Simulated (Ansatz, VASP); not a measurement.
## One calculation of Sn2GeO3, two programs

```
Sn Ge O
1.0
     1.82034   -8.29768    0.00000
     1.82034    8.29768    0.00000
     0.00000    0.00000    3.04918
Sn Ge O
2 1 3
Direct
  0.66623 0.33377 0.50000
  0.33377 0.66623 0.50000
  0.00000 0.00000 0.00000
  0.07924 0.92076 0.50000
  0.92076 0.07924 0.50000
  0.50000 0.50000 0.00000
```

Change from the starting cell: species swapped into the Li2CeO3 type (Cmmm, No. 65).

Alike in both runs: functional PBE; k mesh 6 × 6 × 6; occupations gaussian, width 0.1 eV; no spin polarisation.

Ansatz relaxed the structure, and its values are those at the end. VASP's run is a single point on that final structure, the one shown.

|  | VASP | Ansatz |
| --- | --- | --- |
| version | VASP 6.6.1 | Ansatz 0.2.0 |
| potentials or method | VASP PAW PBE potentials, release 64 (Sn_d, Ge_d, O), cutoff 520 eV | scalar-relativistic, plane waves, PAW |
| valence electrons in the cell | 60 | 60 |

```tsv
	VASP	Ansatz	Ansatz less VASP
gap on the k mesh at the Fermi level (eV)	none	none	-
pressure (GPa)	0.0	-0.1	-0.07
rms of the force components (eV/Å)	0.003	0.007	+0.0047
```

A gap of «none» marks a metal or a gap that the smearing closes.
